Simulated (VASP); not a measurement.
# CdS (F-43m) in VASP: further runs

The runs below take CdS through single point, with r2SCAN, PBE-based screened hybrid.

Program: VASP 6.6.1. These are calculated values, not measurements. Logs are shortened: lines on timing, memory, paths and dates and some standing lists are left out, and cuts for length are marked.

## Step 1: The cell of the first run

It takes space group F-43m (No. 216, cubic). The conventional cell has a = 5.878 Å, b = 5.878 Å, c = 5.878 Å, α = 90.00°, β = 90.00°, γ = 90.00°. Cd (site symmetry -43m) has 4 S at 2.55 Å within 3.4 Å. Within 3.4 Å of S (site symmetry -43m) lie 4 Cd at 2.55 Å.

## Step 2: Single point, r2SCAN

POSCAR

```
CdS
1.0
    0.0000000000      2.9392148400      2.9392148400
    2.9392148400      0.0000000000      2.9392148400
    2.9392148400      2.9392148400      0.0000000000
Cd S
1 1
Direct
    0.0000000000      0.0000000000      0.0000000000
    0.2500000000      0.2500000000      0.2500000000
```

INCAR.step1

```
SYSTEM = CdS
PREC = Accurate ; ENCUT = 550
ISMEAR = 1 ; SIGMA = 0.001
LREAL = .False. ; LASPH = .True.
NELM = 120 ; NBANDS = 16
GGA = PE ; ALGO = Normal
EDIFF = 1E-5 ; LWAVE = .True.
LCHARG = .False. ; GGA_COMPAT = .False.
```

INCAR.step2

```
SYSTEM = CdS
PREC = Accurate ; ENCUT = 550
EDIFF = 1E-6 ; ISMEAR = 1
SIGMA = 0.001 ; LREAL = .False.
LASPH = .True. ; NELM = 120
ALGO = Normal ; ISIF = 2
LWAVE = .False. ; LCHARG = .False.
METAGGA = R2SCAN ; LMIXTAU = .True.
NBANDS = 16 ; ISTART = 1
GGA_COMPAT = .False.
```

KPOINTS

```
regular mesh
0
Gamma
  6 6 6
  0 0 0
```

Potentials or basis: VASP PAW PBE potentials, release 64 (Cd, S).

On the command line:

```
$ cat potpaw_PBE.64/Cd/POTCAR potpaw_PBE.64/S/POTCAR > POTCAR
$ cp INCAR.step1 INCAR
$ mpirun -np 1 vasp_std > vasp.out
$ cp INCAR.step2 INCAR
$ mpirun -np 1 vasp_std > vasp.out
```

OUTCAR:

```text
SYSTEM = CdS
   PREC = Accurate
   ENCUT = 550
   EDIFF = 1E-6
   ISMEAR = 1
   LREAL = .False.
   LASPH = .True.
   NELM = 120
   ISIF = 2
   METAGGA = R2SCAN
   ISTART = 1

 ion  position               nearest neighbor table
   1  0.000  0.000  0.000-   2 2.55   2 2.55   2 2.55   2 2.55
   2  0.250  0.250  0.250-   1 2.55   1 2.55   1 2.55   1 2.55

  LATTYP: Found a face centered cubic cell.
 ALAT       =     5.8784296800

  Lattice vectors:

 A1 = (   0.0000000000,   2.9392148400,   2.9392148400)
 A2 = (   2.9392148400,   0.0000000000,   2.9392148400)
 A3 = (   2.9392148400,   2.9392148400,   0.0000000000)

Analysis of symmetry for initial positions (statically):
=====================================================================
 Subroutine PRICEL returns:
 Original cell was already a primitive cell.

 Routine SETGRP: Setting up the symmetry group for a
 face centered cubic supercell.

 Subroutine GETGRP returns: Found 24 space group operations
 (whereof 24 operations were pure point group operations)
 out of a pool of 48 trial point group operations.

The static configuration has the point symmetry T_d .

Analysis of symmetry for dynamics (positions and initial velocities):
=====================================================================
 Subroutine PRICEL returns:
 Original cell was already a primitive cell.

 Routine SETGRP: Setting up the symmetry group for a
 face centered cubic supercell.

 Subroutine GETGRP returns: Found 24 space group operations
 (whereof 24 operations were pure point group operations)
 out of a pool of 48 trial point group operations.

The dynamic configuration has the point symmetry T_d .

 Subroutine INISYM returns: Found 24 space group operations
 (whereof 24 operations are pure point group operations),
 and found     1 'primitive' translations

----------------------------------------------------------------------------------------

                                     Primitive cell

  volume of cell :      50.7837

  direct lattice vectors                    reciprocal lattice vectors
     0.000000000  2.939214840  2.939214840    -0.170113458  0.170113458  0.170113458
     2.939214840  0.000000000  2.939214840     0.170113458 -0.170113458  0.170113458
     2.939214840  2.939214840  0.000000000     0.170113458  0.170113458 -0.170113458

  length of vectors
[... 70 lines left out ...]
   LASPH  =      T    aspherical Exc in radial PAW
   ENCUT  =  550.0 eV  40.42 Ry    6.36 a.u.   7.95  7.95  7.95*2*pi/ulx,y,z
   NELM   =    120;   NELMIN=  2; NELMDL=  0     # of ELM steps
   EDIFF  = 0.1E-05   stopping-criterion for ELM
   LREAL  =      F    real-space projection
   EDIFFG = 0.1E-04   stopping-criterion for IOM
   NSW    =      0    number of steps for IOM
   IBRION =     -1    ionic relax: 0-MD 1-quasi-New 2-CG
   NFREE  =      0    steps in history (QN), initial steepest desc. (CG)
   ISIF   =      2    stress and relaxation
   ISYM   =      2    0-nonsym 1-usesym 2-fastsym
   POTIM  = 0.5000    time-step for ionic-motion
   TEBEG  =    0.0;   TEEND  =   0.0 temperature during run
   PSTRESS=    0.0 pullay stress
   NELECT =      18.0000    total number of electrons
   NUPDOWN=      -1.0000    fix difference up-down
   EMIN   =  10.00;   EMAX   =-10.00  energy-range for DOS
   EFERMI =   0.00;   METHOD = LEGACY
   ISMEAR =     1;   SIGMA  =   0.00  broadening in eV -4-tet -1-fermi 0-gaus
   EFERMI_NEDOS =   21; number of points for ismear=-14 and -15
   IALGO  =     38    algorithm
   IMIX   =      4    mixing-type and parameters
     AMIX     =   0.40;   BMIX     =  1.00
     AMIX_MAG =   1.60;   BMIX_MAG =  1.00
  volume/ion in A,a.u.               =      25.39       171.35
  Fermi-wavevector in a.u.,A,eV,Ry     =   1.158575  2.189390 18.263062  1.342297
  Thomas-Fermi vector in A             =   2.295176
   LORBIT       =      0    0 simple, 1 ext, 2 COOP (PROOUT), +10 PAW based schemes
   METAGGA = R2SCAN    functional components
   LHFCALC =     F    Hartree Fock is set to
   AEXX    =    0.0000 exact exchange contribution
   IVDW    =     0    specifies the selected vdW correction
   LEPSILON=     F    determine dielectric tensor
   LRPA    =     F    only Hartree local field effects (RPA)
 non-spin polarized calculation
 Methfessel and Paxton  Order N= 1 SIGMA  =   0.00
  energy-cutoff  :      550.00
  volume of cell :       50.78
 maximum number of plane-waves:      1524
   NGX = 15   NGY = 15   NGZ = 15

 number of electron      18.0000005 magnetization

 Free energy of the ion-electron system (eV)
  ---------------------------------------------------
  ext. energy  EPLUGINS =         0.00000000
  ---------------------------------------------------
  free energy    TOTEN  =       -29.68434412 eV

  energy without entropy =      -29.68434412  energy(sigma->0) =      -29.68434412

 E-fermi :   0.8933     XC(G=0):  -9.6185

 val. band max:        0.8540567701   @ k =   0.0000   0.0000   0.0000
 cond. band min:       2.3915463202   @ k =   0.0000   0.0000   0.0000
 fundamental gap:      1.5374895501
 Fermi energy:         0.8933234451

 k-point     1 :       0.0000    0.0000    0.0000
  band No.  band energies     occupation
      1     -11.8769      2.00000
      2      -7.0335      2.00000
      3      -7.0335      2.00000
      4      -7.0335      2.00000
      5      -6.5531      2.00000
      6      -6.5531      2.00000
[... 281 lines left out ...]
      3      -6.7619      2.00000
      4      -6.6314      2.00000
      5      -6.5123      2.00000
      6      -5.9902      2.00000
[... 8 lines left out ...]
     15      14.6694      0.00000
     16      14.7250      0.00000

------------------------ aborting loop because EDIFF is reached ----------------------------------------

  FORCE on cell =-STRESS in cart. coord.  units (eV):
  Direction    XX          YY          ZZ          XY          YZ          ZX
  --------------------------------------------------------------------------------------
  -------------------------------------------------------------------------------------
  Total        0.0886373      0.0886373      0.0886373      0.0000000     -0.0000000      0.0000000
  in kB        2.7964241      2.7964241      2.7964241      0.0000000     -0.0000000      0.0000000
  external PRESSURE =       2.7964241 kB  Pullay stress =       0.0000000 kB

 VOLUME and BASIS-vectors are now :
 -----------------------------------------------------------------------------
  energy-cutoff  :      550.00
  volume of cell :       50.78
      direct lattice vectors                 reciprocal lattice vectors
     0.000000000  2.939214840  2.939214840    -0.170113458  0.170113458  0.170113458
     2.939214840  0.000000000  2.939214840     0.170113458 -0.170113458  0.170113458
     2.939214840  2.939214840  0.000000000     0.170113458  0.170113458 -0.170113458

 POSITION                                       TOTAL-FORCE (eV/Angst)
 -----------------------------------------------------------------------------------
      0.00000      0.00000      0.00000         0.000000     -0.000000      0.000000
      1.46961      1.46961      1.46961        -0.000000      0.000000     -0.000000
 -----------------------------------------------------------------------------------
    total drift:                                0.000000      0.000000      0.000000

  FREE ENERGIE OF THE ION-ELECTRON SYSTEM (eV)
  ---------------------------------------------------
  free  energy   TOTEN  =       -29.6843441152 eV

  energy  without entropy=      -29.6843441152  energy(sigma->0) =      -29.68434412
```

OUTCAR.step1:

```text
SYSTEM = CdS
   PREC = Accurate
   ENCUT = 550
   ISMEAR = 1
   LREAL = .False.
   LASPH = .True.
[... 514 lines left out ...]
      0.00000      0.00000      0.00000         0.000000      0.000000      0.000000
      1.46961      1.46961      1.46961        -0.000000     -0.000000     -0.000000
 -----------------------------------------------------------------------------------
    total drift:                               -0.000000     -0.000000      0.000000

  FREE ENERGIE OF THE ION-ELECTRON SYSTEM (eV)
  ---------------------------------------------------
  free  energy   TOTEN  =        -6.1370051955 eV

  energy  without entropy=       -6.1370051955  energy(sigma->0) =       -6.13700520
```

OSZICAR.step1:

```text
N       E                     dE             d eps       ncg     rms          rms(c)
DAV:   1     0.112632822361E+03    0.11263E+03   -0.91254E+03   512   0.107E+03
DAV:   2    -0.223267151302E+01   -0.11487E+03   -0.10786E+03   608   0.260E+02
DAV:   3    -0.665813993032E+01   -0.44255E+01   -0.44171E+01   632   0.529E+01
DAV:   4    -0.668597171466E+01   -0.27832E-01   -0.27829E-01   640   0.412E+00
DAV:   5    -0.668634647294E+01   -0.37476E-03   -0.37475E-03   648   0.454E-01    0.772E+00
DAV:   6    -0.615524090322E+01    0.53111E+00   -0.84794E-01   736   0.114E+01    0.624E+00
DAV:   7    -0.613658569813E+01    0.18655E-01   -0.19363E-01   616   0.300E+00    0.308E+00
DAV:   8    -0.613686833298E+01   -0.28263E-03   -0.17522E-02   592   0.166E+00    0.294E-01
DAV:   9    -0.613679293648E+01    0.75396E-04   -0.20694E-03   624   0.662E-01    0.596E-02
DAV:  10    -0.613692780045E+01   -0.13486E-03   -0.24995E-04   608   0.156E-01    0.693E-02
DAV:  11    -0.613701401222E+01   -0.86212E-04   -0.13592E-04   640   0.929E-02    0.230E-02
DAV:  12    -0.613700519548E+01    0.88167E-05   -0.25450E-05   528   0.653E-02
   1 F= -.61370052E+01 E0= -.61370052E+01  d E =0.000000E+00
```

Run time: 32 s. Hardware: 1 thread of Intel Xeon Platinum 8488C (Sapphire Rapids), shared host; peak memory 0.18 GiB.

Results:

```
Free energy            : -29.6843 eV
Pressure               : 0.3 GPa
Band gap on the k mesh : 1.54 eV, direct
```

Caveat: the PAW data sets were made with another functional, which shifts forces and pressure a little.

## Step 3: Single point, r2SCAN

POSCAR is that of step 2.

INCAR.step1

```
ALGO = Normal
EDIFF = 1E-5
ENCUT = 550
GGA = PE
GGA_COMPAT = False
ISMEAR = 1
LASPH = True
LCHARG = False
LREAL = False
LWAVE = True
NBANDS = 16
NELM = 120
PREC = Accurate
SIGMA = 0.001
```

INCAR.step2

```
ALGO = Normal
EDIFF = 1E-6
ENCUT = 550
GGA_COMPAT = False
ISIF = 2
ISMEAR = 1
ISTART = 1
LASPH = True
LCHARG = False
LMIXTAU = True
LREAL = False
LWAVE = False
METAGGA = R2SCAN
NBANDS = 16
NELM = 120
PREC = Accurate
SIGMA = 0.001
```

KPOINTS

```
k-points
0
Gamma
  6 6 6
```

Potentials or basis: VASP PAW PBE potentials, release 64 (Cd, S).

On the command line:

```
$ cat potpaw_PBE.64/Cd/POTCAR potpaw_PBE.64/S/POTCAR > POTCAR
$ cp INCAR.step1 INCAR
$ mpirun -np 1 vasp_std > vasp.out
$ cp INCAR.step2 INCAR
$ mpirun -np 1 vasp_std > vasp.out
```

It took 31 s on 1 thread of Intel Xeon Platinum 8488C (Sapphire Rapids), shared host; peak memory 0.18 GiB.

The run converged. Its results:

* Free energy: -29.6843 eV
* Pressure: 0.3 GPa
* Band gap on the k mesh: 1.54 eV, direct

Levels at points of the mesh, in eV from the valence-band top:
| k point | band 6 | band 7 | band 8 | band 9 | band 10 | band 11 | band 12 | band 13 |
| --- | --- | --- | --- | --- | --- | --- | --- | --- |
| (0.00, 0.00, 0.00) | -7.41 | 0.00 | 0.00 | 0.00 | 1.54 | 7.08 | 7.08 | 7.08 |
| (0.50, 0.00, 0.00) | -7.04 | -4.32 | -0.73 | -0.73 | 3.44 | 7.48 | 7.48 | 7.83 |
| (0.50, 0.50, 0.00) | -6.98 | -3.88 | -1.84 | -1.84 | 3.88 | 4.73 | 9.69 | 11.40 |

Caveat: the PAW data sets were made with another functional, which shifts forces and pressure a little. r2SCAN opens gaps a little over a GGA but as a rule still falls short of measured ones.

## Step 4: Single point, PBE-based screened hybrid

POSCAR is that of step 3.

INCAR.step1

```
SYSTEM = CdS
ALGO = Normal ; EDIFF = 1E-5
ENCUT = 400 ; GGA = PE
GGA_COMPAT = .False. ; ISIF = 2
ISMEAR = 0 ; LASPH = .True.
LREAL = .False. ; LWAVE = .True.
NBANDS = 16 ; NELM = 120
PREC = Accurate ; SIGMA = 0.01
```

INCAR.step2

```
SYSTEM = CdS
AEXX = 0.2 ; ALGO = Normal
EDIFF = 1E-6 ; ENCUT = 400
GGA = PE ; GGA_COMPAT = .False.
HFSCREEN = 0.5 ; ISIF = 2
ISMEAR = 0 ; ISTART = 1
LASPH = .True. ; LCHARG = .True.
LELF = .True. ; LHFCALC = .True.
LREAL = .False. ; LVHAR = .True.
LWAVE = .False. ; NBANDS = 16
NELM = 120 ; PREC = Accurate
PRECFOCK = Normal ; SIGMA = 0.01
```

KPOINTS

```
k-points
0
Gamma
  4 4 4
  0 0 0
```

On the command line:

```
$ cat potpaw_PBE.64/Cd/POTCAR potpaw_PBE.64/S/POTCAR > POTCAR
$ cp INCAR.step1 INCAR
$ mpirun -np 1 vasp_std > vasp.out
$ cp INCAR.step2 INCAR
$ mpirun -np 1 vasp_std > vasp.out
```

It took 3.3 min on 1 thread of Intel Xeon Platinum 8488C (Sapphire Rapids), shared host; peak memory 0.25 GiB.

The run converged. Its results:

- Free energy: -6.7853 eV
- Pressure: 0.8 GPa
- Band gap on the k mesh: 1.51 eV, direct

Levels at points of the mesh, in eV from the valence-band top:
```tsv
k point	band 5	band 6	band 7	band 8	band 9	band 10	band 11	band 12	band 13	band 14
(0.00, 0.00, 0.00)	-7.93	-7.93	0.00	0.00	0.00	1.51	7.01	7.01	7.01	11.88
(0.50, 0.00, 0.00)	-7.90	-7.55	-4.35	-0.74	-0.74	3.42	7.46	7.46	7.89	11.51
(0.50, 0.50, 0.00)	-7.86	-7.47	-3.94	-1.84	-1.84	3.92	4.77	9.67	11.28	11.28
```

Caveat: the k points lie up to 0.46 Å⁻¹ apart; the PAW data sets were made with another functional, which shifts forces and pressure a little.

## Step 5: Single point, PBE-based screened hybrid

POSCAR is that of step 4.

INCAR.step1

```
ALGO = Normal
EDIFF = 1E-5
ENCUT = 400
GGA = PE
GGA_COMPAT = False
ISIF = 2
ISMEAR = 0
LASPH = True
LREAL = False
LWAVE = True
NBANDS = 16
NELM = 120
PREC = Accurate
SIGMA = 0.01
```

INCAR.step2

```
AEXX = 1.0
AGGAC = 1.0
ALDAC = 1.0
ALGO = Normal
EDIFF = 1E-6
ENCUT = 400
GGA = PE
GGA_COMPAT = False
HFSCREEN = 0.1
ISIF = 2
ISMEAR = 0
ISTART = 1
LASPH = True
LCHARG = True
LELF = True
LHFCALC = True
LREAL = False
LVHAR = True
LWAVE = False
NBANDS = 16
NELM = 120
PREC = Accurate
PRECFOCK = Normal
SIGMA = 0.01
```

KPOINTS

```
k-points
0
Gamma
  4 4 4
```

On the command line:

```
$ cat potpaw_PBE.64/Cd/POTCAR potpaw_PBE.64/S/POTCAR > POTCAR
$ cp INCAR.step1 INCAR
$ mpirun -np 1 vasp_std > vasp.out
$ cp INCAR.step2 INCAR
$ mpirun -np 1 vasp_std > vasp.out
```

Wall time 5.5 min (1 thread of Intel Xeon Platinum 8488C (Sapphire Rapids), shared host); peak memory 0.25 GiB.

It converged, with:

| Quantity | Value |
| --- | --- |
| Free energy | -13.9601 eV |
| Pressure | -3.1 GPa |
| Band gap on the k mesh | 7.08 eV, direct |

Levels at points of the mesh, in eV from the valence-band top:
| k point | band 6 | band 7 | band 8 | band 9 | band 10 | band 11 | band 12 | band 13 |
| --- | --- | --- | --- | --- | --- | --- | --- | --- |
| (0.00, 0.00, 0.00) | -11.67 | 0.00 | 0.00 | 0.00 | 7.08 | 12.98 | 12.98 | 12.98 |
| (0.50, 0.00, 0.00) | -11.17 | -5.26 | -0.89 | -0.89 | 9.19 | 13.28 | 13.28 | 13.73 |
| (0.50, 0.50, 0.00) | -11.02 | -4.74 | -2.25 | -2.25 | 8.87 | 10.52 | 16.16 | 18.27 |

Caveat: the k points lie up to 0.46 Å⁻¹ apart; the PAW data sets were made with another functional, which shifts forces and pressure a little.

## Step 6: The runs side by side

```csv
level,k mesh,cutoff (eV),smearing,grid for exact exchange (PRECFOCK),share of exact exchange,screening parameter,gap on the mesh (eV),pressure (GPa)
r2SCAN,6 × 6 × 6,550,methfessel-paxton 0.001 eV,-,-,-,1.54,0.3
PBE-based screened hybrid,4 × 4 × 4,400,gaussian 0.01 eV,Normal,0.2,0.5 1/Å,1.51,0.8
PBE-based screened hybrid,4 × 4 × 4,400,gaussian 0.01 eV,Normal,1,0.1 1/Å,7.08,-3.1
```

Alike in all rows: task single point; potentials or basis VASP PAW PBE potentials, release 64 (Cd, S); no spin polarisation; cell as given.

Caveats: some runs use coarse meshes; the PAW data sets were made with another functional, which shifts forces and pressure a little.

Total energies depend on the potentials used, so only differences within one code and one set of settings carry meaning.
